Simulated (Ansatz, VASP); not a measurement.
Two plane-wave programs on Co

File INCAR:

```
PREC = Accurate ; ENCUT = 520
EDIFF = 1E-6 ; ISMEAR = 0
SIGMA = 0.15 ; LREAL = F
LASPH = T ; NELM = 150
ALGO = Normal ; ISIF = 2
LWAVE = F ; LCHARG = F
ISPIN = 2 ; MAGMOM = 1.8 1.8
LORBIT = 11 ; LMAXMIX = 4
GGA = PS ; NBANDS = 20
```

The input KPOINTS:

```
Automatic mesh
0
Gamma
  30 30 16
```

Contents of POSCAR:

```
Co
1.0
    2.3115786897      0.0000000000      0.0000000000
   -1.1557893449      2.0018858682      0.0000000000
    0.0000000000      0.0000000000      4.4824983702
Co
2
Direct
    0.6666666667      0.3333333333      0.2500000000
    0.3333333333      0.6666666667      0.7500000000
```

Input for Ansatz:

```yaml
crystal:
  lattice:
    - [2.3115786897, 0.0, 0.0]
    - [-1.1557893449, 2.0018858682, 0.0]
    - [0.0, 0.0, 4.4824983702]
  atoms:
    - { symbol: Co, position: [0.6666666667, 0.3333333333, 0.25], spin: 1.8 }
    - { symbol: Co, position: [0.3333333333, 0.6666666667, 0.75], spin: 1.8 }
basis:
  ecutwfc: 420
kpoints:
  mp_grid: { grid: [30, 30, 16] }
hamiltonian:
  xc: pbesol
scf:
  occupations: { method: gaussian, width: 0.15 }
output:
  forces: true
  stress: true
  eigenvalues: true
  populations: true
magnetization:
  spin_polarized: true
```

Alike in both runs: task single point; functional PBEsol; k mesh 30 × 30 × 16; occupations gaussian, width 0.15 eV; collinear spin.

|  | VASP | Ansatz |
| --- | --- | --- |
| version | VASP 6.6.1 | Ansatz 0.2.0 |
| potentials or method | VASP PAW PBE potentials, release 64 (Co), cutoff 520 eV | scalar-relativistic, plane waves, PAW |
| valence electrons in the cell | 18 | 34 |

|  | VASP | Ansatz | Ansatz less VASP |
| --- | --- | --- | --- |
| gap on the k mesh at the Fermi level (eV) | none | none | - |
| pressure (GPa) | 9.3 | 10.5 | +1.20 |
| traceless stress, the component that is largest in VASP (GPa) | -38.96 | -40.00 | -1.038 |
| net moment per atom (μB) | 1.61 | 1.61 | +0.007 |
| size of the moment on the site where the two differ most (μB) | 1.61 | 1.66 | +0.054 |

VASP's potentials were made for PBE, not for PBEsol. Site moments also hang on the region over which each program counts them. A gap of «none» marks a metal or a gap that the smearing closes. VASP's potentials hold 18 valence electrons a cell and Ansatz's 34, so a difference there can come from the potentials and not from the codes.
